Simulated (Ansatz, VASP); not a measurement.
# Two plane-wave programs on Ta3P2

```
CELL_PARAMETERS angstrom
3.94337 0.00000 0.00000
-1.97168 3.41506 0.00000
0.00000 0.00000 6.13524
ATOMIC_POSITIONS crystal
Ta 0.00000 0.00000 0.00000
Ta 0.33333 0.66667 0.64500
Ta 0.66667 0.33333 0.35500
P 0.33333 0.66667 0.24500
P 0.66667 0.33333 0.75500
```

Alike in both runs: task relaxation of cell and atoms; functional PBE; k mesh 6 × 6 × 4; occupations gaussian, width 0.1 eV; no spin polarisation.

```csv
,VASP,Ansatz
version,VASP 6.6.1,Ansatz 0.2.0
potentials or method,"VASP PAW PBE potentials, release 64 (Ta_pv, P), cutoff 600 eV","scalar-relativistic, plane waves, PAW"
valence electrons in the cell,43,49
```

```csv
,VASP,Ansatz,Ansatz less VASP
"gap on the k mesh at the Fermi level, each at its own relaxed structure (eV)",none,none,-
relaxed volume (Å³/atom),17.01,17.00,-0.009
relaxed cell length with the largest relative difference (Å),6.122,6.129,+0.0068
```

A gap of «none» marks a metal or a gap that the smearing closes. VASP's potentials hold 43 valence electrons a cell and Ansatz's 49, so a difference there can come from the potentials and not from the codes.

Neither program's run includes spin-orbit coupling.
